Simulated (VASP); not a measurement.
Write the native input for VASP 6.6.1 that does the following.

```yaml
Task: single point
Functional: PBE
Potentials_or_basis: VASP PAW PBE potentials, release 64 (Te, Sc_sv)
Cutoff: 520 eV
k_mesh: 5 × 5 × 5
Occupations: fermi-dirac, width 0.05 eV
Spin: no spin polarisation
Dipole_correction: no
Further_INCAR_settings: ALGO = Fast; EDIFF = 1e-07; NBANDS = 49
```

The structure of Sc3Te lies in POSCAR:

```
Sc3Te
1.0
    6.3190028215      0.0000000000      0.0000000000
   -3.1595014108      5.4724169700      0.0000000000
    0.0000000000      0.0000000000      5.0701044980
Te Sc
2 6
Direct
    0.3333333333      0.6666666667      0.7500000000
    0.6666666667      0.3333333333      0.2500000000
    0.1671465050      0.3342930100      0.2500000000
    0.1671465050      0.8328534950      0.2500000000
    0.6657069900      0.8328534950      0.2500000000
    0.8328534950      0.6657069900      0.7500000000
    0.8328534950      0.1671465050      0.7500000000
    0.3342930100      0.1671465050      0.7500000000
```

These files were run (other wordings do the same):

INCAR

```
SYSTEM = Sc3Te
ALGO = Fast
EDIFF = 1E-7
ENCUT = 520
GGA = PE
ISIF = 2
ISMEAR = -1
LASPH = .TRUE.
LCHARG = .FALSE.
LREAL = .FALSE.
LWAVE = .FALSE.
NBANDS = 49
NELM = 60
PREC = Accurate
SIGMA = 0.05
```

KPOINTS

```
k-points
0
G
  5 5 5
  0 0 0
```

Potentials or basis: VASP PAW PBE potentials, release 64 (Te, Sc_sv).

Launch:

```console
$ cat potpaw_PBE.64/Te/POTCAR potpaw_PBE.64/Sc_sv/POTCAR > POTCAR
$ mpirun -np 1 vasp_std > vasp.out
```

Results of the run:

- Pressure: 1.6 GPa
- Largest force: 0.023 eV/Å
- Band gap on the k mesh: zero (band 39 reaches 6.93 eV, above the bottom of band 40 at 6.29 eV)

Caveat: spin-orbit coupling is left out, which moves the levels of the heavy elements.

Run time: 2.7 min on 1 thread of Intel(R) Xeon(R) 6975P-C (Granite Rapids), on a shared host, peak memory 0.36 GiB.
